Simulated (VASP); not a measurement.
Input of a VASP 6.6.1 run:

The input INCAR:

```
ALGO = Normal ; EDIFF = 1E-7
ENCUT = 520 ; GGA = PE
ISIF = 2 ; ISMEAR = -1
LASPH = T ; LCHARG = F
LREAL = F ; LWAVE = F
NBANDS = 11 ; NELM = 100
PREC = Accurate ; SIGMA = 0.08
```

The input KPOINTS:

```
k-points
0
Gamma
  20 20 20
```

Contents of POSCAR:

```
Pt
1.0
   -1.3419226558      1.3419226558      1.3419226558
    1.3419226558     -1.3419226558      1.3419226558
    1.3419226558      1.3419226558     -1.3419226558
Pt
1
Direct
    0.0000000000      0.0000000000      0.0000000000
```

Potentials or basis: VASP PAW PBE potentials, release 64 (Pt).

Launch:

```console
$ cat potpaw_PBE.64/Pt/POTCAR > POTCAR
$ mpirun -np 1 vasp_std > vasp.out
```

(1) Predict the pressure.

(2) What does it give for the band gap on the k mesh?

## Answers

(1) 423.3 GPa.

(2) zero (bands 5 and 6 overlap by 5.27 eV).

Caveat: the cell stands under pressure; spin-orbit coupling is left out, which moves the levels of the heavy elements.
